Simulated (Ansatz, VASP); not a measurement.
## Au: VASP beside Ansatz

```
Au
1.0
     3.97703    0.00000    0.00000
     0.00000    3.97703    0.00000
     0.00000    0.00000    3.97703
Au
3
Direct
  0.50000 0.00000 0.00000
  0.00000 0.50000 0.00000
  0.00000 0.00000 0.50000
```

Alike in both runs: functional PBE; k mesh 4 × 4 × 4; occupations gaussian, width 0.1 eV; no spin polarisation.

Ansatz relaxed the structure, and its values are those at the end. VASP's run is a single point on that final structure, the one shown.

```csv
,VASP,Ansatz
version,VASP 6.6.1,Ansatz 0.2.0
potentials or method,"VASP PAW PBE potentials, release 64 (Au), cutoff 520 eV","scalar-relativistic, plane waves, PAW"
valence electrons in the cell,33,57
```

```csv
,VASP,Ansatz,Ansatz less VASP
gap on the k mesh at the Fermi level (eV),none,none,-
pressure (GPa),-0.3,-0.1,+0.20
```

A gap of «none» marks a metal or a gap that the smearing closes. VASP's potentials hold 33 valence electrons a cell and Ansatz's 57, so a difference there can come from the potentials and not from the codes.

The k mesh is coarse, so the values compare programs but aren't converged. Neither program's run includes spin-orbit coupling.
